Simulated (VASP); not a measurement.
# Bi2Te3 (Tellurobismuthite) (R-3m) in VASP: notebook

The runs below take Bi2Te3 (Tellurobismuthite) through single point, with PBEsol.

Everything below comes from runs of VASP 6.6.1. Logs are shortened: lines on timing, memory, paths and dates and some standing lists are left out, and cuts for length are marked.

**The experiment to reproduce.**

From “Vacancy and Antisite-Induced Ferromagnetism in Liquid-Phase Exfoliated Bi2Te3”, 2024, arxiv:2412.10539, for a bulk crystal of Bi2Te3: band gap 0.17 eV.

The runs below are set against these values where they give the same quantity.

## (1) The cell of the first run

The structure is trigonal, space group R-3m (No. 166). The conventional cell has a = 4.386 Å, b = 4.386 Å, c = 30.497 Å, α = 90.00°, β = 90.00°, γ = 120.00°. Within 4.0 Å of Bi (site symmetry 3m) lie 6 Te at 3.07 to 3.25 Å. Within 4.3 Å of Te (site symmetry -3m) lie 6 Bi at 3.25 Å. Te (site symmetry 3m) has 3 Bi at 3.07 Å and 3 Te at 3.64 Å within 4.0 Å.

## (2) Single point, PBEsol

Contents of INCAR:

```
SYSTEM = Bi2Te3
  ALGO = Normal
  EDIFF = 1E-6
  ENCUT = 520
  GGA = PS
  ISIF = 2
  ISMEAR = 0
  LASPH = .TRUE.
  LCHARG = .FALSE.
  LREAL = .FALSE.
  LWAVE = .FALSE.
  NBANDS = 32
  NELM = 80
  PREC = Accurate
  SIGMA = 0.1
```

Contents of KPOINTS:

```
k-points
0
G
  6 6 6
  0 0 0
```

Contents of POSCAR:

```
Bi2Te3
1.0
    2.1930000000      1.2661291403     10.1656666667
   -2.1930000000      1.2661291403     10.1656666667
    0.0000000000     -2.5322582807     10.1656666667
Bi Te
2 3
Direct
    0.4000000000      0.4000000000      0.4000000000
    0.6000000000      0.6000000000      0.6000000000
    0.0000000000      0.0000000000      0.0000000000
    0.2095000000      0.2095000000      0.2095000000
    0.7905000000      0.7905000000      0.7905000000
```

Potentials or basis: VASP PAW PBE potentials, release 64 (Bi_d, Te).

The run is started by

```console
$ cat potpaw_PBE.64/Bi_d/POTCAR potpaw_PBE.64/Te/POTCAR > POTCAR
$ mpirun -np 1 vasp_std > vasp.out
```

OUTCAR:

```text
SYSTEM = Bi2Te3
   EDIFF = 1E-6
   ENCUT = 520
   GGA = PS
   ISIF = 2
   ISMEAR = 0
   LASPH = .TRUE.
   LREAL = .FALSE.
   NELM = 80
   PREC = Accurate

 ion  position               nearest neighbor table
   1  0.400  0.400  0.400-   5 3.07   5 3.07   5 3.07   3 3.25   3 3.25   3 3.25
   2  0.600  0.600  0.600-   4 3.07   4 3.07   4 3.07   3 3.25   3 3.25   3 3.25
   3  0.000  0.000  0.000-   2 3.25   1 3.25   2 3.25   2 3.25   1 3.25   1 3.25
   4  0.209  0.209  0.209-   2 3.07   2 3.07   2 3.07   5 3.64   5 3.64   5 3.64
   5  0.791  0.791  0.791-   1 3.07   1 3.07   1 3.07   4 3.64   4 3.64   4 3.64

  LATTYP: Found a trigonal (rhomboedric) cell.
 ALAT       =    10.4763118882
 COS(alpha) =     0.9123624111

  Lattice vectors:

 A1 = (   2.1930000000,   1.2661291403,  10.1656666667)
 A2 = (  -2.1930000000,   1.2661291403,  10.1656666667)
 A3 = (   0.0000000000,  -2.5322582807,  10.1656666667)

Analysis of symmetry for initial positions (statically):
=====================================================================
 Subroutine PRICEL returns:
 Original cell was already a primitive cell.

 Routine SETGRP: Setting up the symmetry group for a
 trigonal (rhombohedral) supercell.

 Subroutine GETGRP returns: Found 12 space group operations
 (whereof 12 operations were pure point group operations)
 out of a pool of 12 trial point group operations.

The static configuration has the point symmetry D_3d.

Analysis of symmetry for dynamics (positions and initial velocities):
=====================================================================
 Subroutine PRICEL returns:
 Original cell was already a primitive cell.

 Routine SETGRP: Setting up the symmetry group for a
 trigonal (rhombohedral) supercell.

 Subroutine GETGRP returns: Found 12 space group operations
 (whereof 12 operations were pure point group operations)
 out of a pool of 12 trial point group operations.

The dynamic configuration has the point symmetry D_3d.

 Subroutine INISYM returns: Found 12 space group operations
 (whereof 12 operations are pure point group operations),
 and found     1 'primitive' translations

----------------------------------------------------------------------------------------

                                     Primitive cell

  volume of cell :     169.3572

  direct lattice vectors                    reciprocal lattice vectors
     2.193000000  1.266129140 10.165666667     0.227998176  0.131634808  0.032790111
    -2.193000000  1.266129140 10.165666667    -0.227998176  0.131634808  0.032790111
     0.000000000 -2.532258281 10.165666667     0.000000000 -0.263269617  0.032790111

  length of vectors
    10.476311888 10.476311888 10.476311888     0.265303755  0.265303755  0.265303755

  position of ions in fractional coordinates (direct lattice)
     0.400000000  0.400000000  0.400000000
     0.600000000  0.600000000  0.600000000
     0.000000000  0.000000000  0.000000000
     0.209500000  0.209500000  0.209500000
     0.790500000  0.790500000  0.790500000

  ion indices of the primitive-cell ions
   primitive index   ion index
                 1           1
                 2           2
                 3           3
                 4           4
                 5           5

----------------------------------------------------------------------------------------

 KPOINTS: k-points

Automatic generation of k-mesh.
 Grid dimensions read from file:
 generate k-points for:    6    6    6

 Generating k-lattice:

  Cartesian coordinates                     Fractional coordinates (reciprocal lattice)
     0.037999696  0.021939135  0.005465018     0.166666667  0.000000000  0.000000000
    -0.037999696  0.021939135  0.005465018     0.000000000  0.166666667  0.000000000
     0.000000000 -0.043878269  0.005465018     0.000000000  0.000000000  0.166666667

  Length of vectors
     0.044217292  0.044217292  0.044217292

  Shift w.r.t. Gamma in fractional coordinates (k-lattice)
     0.000000000  0.000000000  0.000000000

 Subroutine IBZKPT returns following result:
 ===========================================

 Found     32 irreducible k-points:

 Following reciprocal coordinates:
            Coordinates               Weight
  0.000000  0.000000  0.000000      1.000000
  0.166667 -0.000000  0.000000      6.000000
  0.333333  0.000000  0.000000      6.000000
  0.500000 -0.000000  0.000000      3.000000
  0.166667  0.166667  0.000000      6.000000
  0.333333  0.166667  0.000000     12.000000
[... 16 lines left out ...]
  0.500000  0.500000  0.166667      6.000000
 -0.333333  0.500000  0.166667     12.000000
 [... further k-points ...]
   k-points           NKPTS =     32   k-points in BZ     NKDIM =     32   number of bands    NBANDS=     32
   number of dos      NEDOS =    301   number of ions     NIONS =      5
   total plane-waves  NPLWV = 512000
   dimension x,y,z NGX =    80 NGY =   80 NGZ =   80
   dimension x,y,z NGXF=   160 NGYF=  160 NGZF=  160
   ions per type =               2   3
   NGX,Y,Z   is equivalent  to a cutoff of  12.69, 12.69, 12.69 a.u.
   NGXF,Y,Z  is equivalent  to a cutoff of  25.39, 25.39, 25.39 a.u.
 SYSTEM =  Bi2Te3
   PREC   = accura    normal or accurate (medium, high low for compatibility)
   ISTART =      0    job   : 0-new  1-cont  2-samecut
   ICHARG =      2    charge: 1-file 2-atom 10-const
   ISPIN  =      1    spin polarized calculation?
   LNONCOLLINEAR =      F non collinear calculations
   LSORBIT =      F    spin-orbit coupling
   LASPH  =      T    aspherical Exc in radial PAW
   ENCUT  =  520.0 eV  38.22 Ry    6.18 a.u.  19.48 19.48 19.48*2*pi/ulx,y,z
   NELM   =     80;   NELMIN=  2; NELMDL= -5     # of ELM steps
   EDIFF  = 0.1E-05   stopping-criterion for ELM
   LREAL  =      F    real-space projection
   EDIFFG = 0.1E-04   stopping-criterion for IOM
   NSW    =      0    number of steps for IOM
   IBRION =     -1    ionic relax: 0-MD 1-quasi-New 2-CG
   NFREE  =      0    steps in history (QN), initial steepest desc. (CG)
   ISIF   =      2    stress and relaxation
   ISYM   =      2    0-nonsym 1-usesym 2-fastsym
   POTIM  = 0.5000    time-step for ionic-motion
   TEBEG  =    0.0;   TEEND  =   0.0 temperature during run
   PSTRESS=    0.0 pullay stress
   NELECT =      48.0000    total number of electrons
   NUPDOWN=      -1.0000    fix difference up-down
   EMIN   =  10.00;   EMAX   =-10.00  energy-range for DOS
   EFERMI =   0.00;   METHOD = LEGACY
   ISMEAR =     0;   SIGMA  =   0.10  broadening in eV -4-tet -1-fermi 0-gaus
   EFERMI_NEDOS =   21; number of points for ismear=-14 and -15
   IALGO  =     38    algorithm
   IMIX   =      4    mixing-type and parameters
     AMIX     =   0.40;   BMIX     =  1.00
     AMIX_MAG =   1.60;   BMIX_MAG =  1.00
  volume/ion in A,a.u.               =      33.87       228.58
  Fermi-wavevector in a.u.,A,eV,Ry     =   1.075360  2.032136 15.733774  1.156400
  Thomas-Fermi vector in A             =   2.211215
   LORBIT       =      0    0 simple, 1 ext, 2 COOP (PROOUT), +10 PAW based schemes
   GGA     = PS    functional components
   LHFCALC =     F    Hartree Fock is set to
   AEXX    =    0.0000 exact exchange contribution
   IVDW    =     0    specifies the selected vdW correction
   LEPSILON=     F    determine dielectric tensor
   LRPA    =     F    only Hartree local field effects (RPA)
 non-spin polarized calculation
 Gauss-broadening in eV      SIGMA  =   0.10
  energy-cutoff  :      520.00
  volume of cell :      169.36
 maximum number of plane-waves:      4580
 NGX is ok and might be reduce to    80
   NGX = 39   NGY = 39   NGZ = 39

 number of electron      48.0000004 magnetization

 Free energy of the ion-electron system (eV)
  ---------------------------------------------------
  ext. energy  EPLUGINS =         0.00000000
  ---------------------------------------------------
  free energy    TOTEN  =       -20.29256772 eV

  energy without entropy =      -20.29242582  energy(sigma->0) =      -20.29249677

 E-fermi :   6.1793     XC(G=0):  -9.4920

 val. band max:        6.0650425317   @ k =   0.0000   0.0000   0.0000
 cond. band min:       6.2934582752   @ k =   0.0000   0.0000   0.0000
 fundamental gap:      0.2284157435
 Fermi energy:         6.1792612079

 k-point     1 :       0.0000    0.0000    0.0000
  band No.  band energies     occupation
      1     -17.0501      2.00000
      2     -17.0501      2.00000
      3     -17.0486      2.00000
      4     -17.0486      2.00000
      5     -17.0400      2.00000
      6     -17.0386      2.00000
[... 24 lines left out ...]
     31      10.8223      0.00000
     32      11.3247      0.00000

 k-point     2 :       0.1667   -0.0000    0.0000
  band No.  band energies     occupation
      1     -17.0523      2.00000
      2     -17.0505      2.00000
      3     -17.0475      2.00000
      4     -17.0460      2.00000
      5     -17.0389      2.00000
      6     -17.0374      2.00000
[... 24 lines left out ...]
     31      10.1297      0.00000
     32      10.9966      0.00000

 k-point     3 :       0.3333    0.0000    0.0000
  band No.  band energies     occupation
      1     -17.0576      2.00000
      2     -17.0551      2.00000
      3     -17.0446      2.00000
      4     -17.0426      2.00000
      5     -17.0413      2.00000
      6     -17.0391      2.00000
[... 24 lines left out ...]
     31      10.1771      0.00000
     32      11.1502      0.00000

 k-point     4 :       0.5000   -0.0000    0.0000
  band No.  band energies     occupation
      1     -17.0605      2.00000
      2     -17.0576      2.00000
      3     -17.0444      2.00000
      4     -17.0426      2.00000
      5     -17.0417      2.00000
      6     -17.0403      2.00000
[... 24 lines left out ...]
     31       9.6647      0.00000
     32      10.8062      0.00000

 k-point     5 :       0.1667    0.1667    0.0000
  band No.  band energies     occupation
      1     -17.0523      2.00000
      2     -17.0505      2.00000
      3     -17.0475      2.00000
      4     -17.0460      2.00000
      5     -17.0389      2.00000
      6     -17.0374      2.00000
[... 584 lines left out ...]
     31      10.6642      0.00000
     32      10.7997      0.00000

 k-point    22 :      -0.1667    0.3333    0.1667
  band No.  band energies     occupation
      1     -17.0571      2.00000
      2     -17.0549      2.00000
      3     -17.0465      2.00000
      4     -17.0439      2.00000
      5     -17.0401      2.00000
      6     -17.0383      2.00000
[... 24 lines left out ...]
     31       9.9963      0.00000
     32      11.7811      0.00000

 k-point    23 :       0.5000    0.5000    0.1667
  band No.  band energies     occupation
      1     -17.0575      2.00000
      2     -17.0551      2.00000
      3     -17.0447      2.00000
      4     -17.0425      2.00000
      5     -17.0413      2.00000
      6     -17.0391      2.00000
[... 24 lines left out ...]
     31      10.1386      0.00000
     32      10.9500      0.00000

 k-point    24 :      -0.3333    0.5000    0.1667
  band No.  band energies     occupation
      1     -17.0571      2.00000
      2     -17.0549      2.00000
      3     -17.0466      2.00000
      4     -17.0438      2.00000
      5     -17.0401      2.00000
      6     -17.0384      2.00000
[... 24 lines left out ...]
     31      10.7395      0.00000
     32      11.2996      0.00000

 [... further k-points ...]
[... 5 lines left out ...]
  --------------------------------------------------------------------------------------
  -------------------------------------------------------------------------------------
  Total       -0.5271447     -0.5271447     -0.8248201      0.0000000      0.0000000      0.0000000
  in kB       -4.9869688     -4.9869688     -7.8030800      0.0000000      0.0000000      0.0000000
  external PRESSURE =      -5.9256725 kB  Pullay stress =       0.0000000 kB

 VOLUME and BASIS-vectors are now :
 -----------------------------------------------------------------------------
  energy-cutoff  :      520.00
  volume of cell :      169.36
      direct lattice vectors                 reciprocal lattice vectors
     2.193000000  1.266129140 10.165666667     0.227998176  0.131634808  0.032790111
    -2.193000000  1.266129140 10.165666667    -0.227998176  0.131634808  0.032790111
     0.000000000 -2.532258281 10.165666667     0.000000000 -0.263269617  0.032790111

 POSITION                                       TOTAL-FORCE (eV/Angst)
 -----------------------------------------------------------------------------------
      0.00000     -0.00000     12.19880         0.000000     -0.000000      0.024119
      0.00000     -0.00000     18.29820         0.000000      0.000000     -0.024119
      0.00000      0.00000      0.00000         0.000000     -0.000000     -0.000000
      0.00000     -0.00000      6.38912         0.000000     -0.000000      0.091687
      0.00000     -0.00000     24.10788         0.000000      0.000000     -0.091687
 -----------------------------------------------------------------------------------
    total drift:                               -0.000000     -0.000000     -0.000000

  FREE ENERGIE OF THE ION-ELECTRON SYSTEM (eV)
  ---------------------------------------------------
  free  energy   TOTEN  =       -20.2925677246 eV

  energy  without entropy=      -20.2924258202  energy(sigma->0) =      -20.29249677
```

Wall time 9.9 min (1 thread of Intel Xeon Platinum 8375C at 2.90GHz (Ice Lake), shared host); peak memory 0.96 GiB.

What came out:

```yaml
Free_energy: -20.2926 eV
Pressure: -0.6 GPa
Largest_force: 0.092 eV/Å
Band_gap_on_the_k_mesh: 0.23 eV, direct
```

Forces in eV/Å, atoms in the order of the input:
```
Bi   0.000  0.000  0.024
Bi   0.000  0.000 -0.024
Te   0.000  0.000  0.000
Te   0.000  0.000  0.092
Te   0.000  0.000 -0.092
```

Stress tensor (GPa, compression positive):
```
-0.50  0.00  0.00
 0.00 -0.50  0.00
 0.00  0.00 -0.78
```

Caveat: the PAW data sets were made with another functional, which shifts forces and pressure a little; spin-orbit coupling is left out, which moves the levels of the heavy elements.

## (3) Single point, PBEsol

This run uses another cell than the first one, of 33.60 Å³/atom, 0.992 times its volume.

Contents of INCAR:

```
  ALGO = Normal
  EDIFF = 1E-6
  ENCUT = 520
  GGA = PS
  ISIF = 2
  ISMEAR = 0
  LASPH = True
  LCHARG = True
  LELF = True
  LREAL = False
  LVHAR = True
  LWAVE = False
  NBANDS = 32
  NELM = 100
  PREC = Accurate
  SIGMA = 0.01
```

Contents of KPOINTS:

```
k-points
0
Gamma
  9 9 9
```

Contents of POSCAR:

```
Bi2Te3
1.0
    2.1908364022      1.2648799865     10.1028651319
   -2.1908364022      1.2648799865     10.1028651319
    0.0000000000     -2.5297599731     10.1028651319
Bi Te
2 3
Direct
    0.3998550986      0.3998550986      0.3998550986
    0.6001449014      0.6001449014      0.6001449014
    0.0000000000      0.0000000000      0.0000000000
    0.2099734953      0.2099734953      0.2099734953
    0.7900265047      0.7900265047      0.7900265047
```

Potentials or basis: VASP PAW PBE potentials, release 64 (Bi_d, Te).

The run is started by

```console
$ cat potpaw_PBE.64/Bi_d/POTCAR potpaw_PBE.64/Te/POTCAR > POTCAR
$ mpirun -np 1 vasp_std > vasp.out
```

It took 52 min on 1 thread of AMD EPYC 7R43 (Zen 3), shared host; peak memory 1.1 GiB.

The run converged. Its results:

```
Free energy            : -20.2972 eV
Pressure               : 0.0 GPa
Largest force          : 0.017 eV/Å
Band gap on the k mesh : 0.20 eV, direct
```

Forces in eV/Å, atoms in the order of the input:
```
Bi   0.000  0.000 -0.011
Bi   0.000  0.000  0.011
Te   0.000  0.000  0.000
Te   0.000  0.000 -0.017
Te   0.000  0.000  0.017
```

Levels at points of the mesh, in eV from the valence-band top:
| k point | band 22 | band 23 | band 24 | band 25 | band 26 | band 27 |
| --- | --- | --- | --- | --- | --- | --- |
| (0.00, 0.00, 0.00) | -0.89 | -0.89 | 0.00 | 0.20 | 0.63 | 0.63 |

Caveat: the PAW data sets were made with another functional, which shifts forces and pressure a little; spin-orbit coupling is left out, which moves the levels of the heavy elements.

[end of part 1 of 2]
